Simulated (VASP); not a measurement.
Runs of VASP 6.6.1 on BP. The structure is that of space group F-43m (No. 216), or close to it. The cells are those of the table. 

```csv
level,potentials or basis,cell,smearing,gap on the mesh (eV),pressure (GPa)
PBEsol,"VASP PAW PBE potentials, release 64 (B, P)","a = 2.952 Å, angles 60.0°, 2 atoms",gaussian 0.05 eV,0.70,(c)
LDA,"VASP PAW LDA potentials, release 64 (B, P)","a = 3.080 Å, angles 60.0°, 2 atoms",gaussian 0.05 eV,(b),18.7
LDA,"VASP PAW LDA potentials, release 64 (B, P)","a = 3.017, b = 3.017, c = 2.952 Å, angles 60.7, 60.7, 58.6°, 2 atoms",gaussian 0.05 eV,0.57,42.4
LDA,"VASP PAW LDA potentials, release 64 (B, P)","a = 3.466 Å, angles 60.0°, 2 atoms",tetrahedron,1.42,-27.7
LDA,"VASP PAW LDA potentials, release 64 (B, P)","a = 3.337 Å, angles 60.0°, 2 atoms",gaussian 0.05 eV,(a),-19.8
```

Alike in all rows: task single point; no spin polarisation; k mesh 10 × 10 × 10; cutoff (eV) 500.

Question: Fill in the values left out.

Answer: (a) 1.32; (b) 1.04; (c) 62.8.

Caveats: the PAW data sets were made with another functional, which shifts forces and pressure a little (some runs).

A k mesh can miss the band edges.
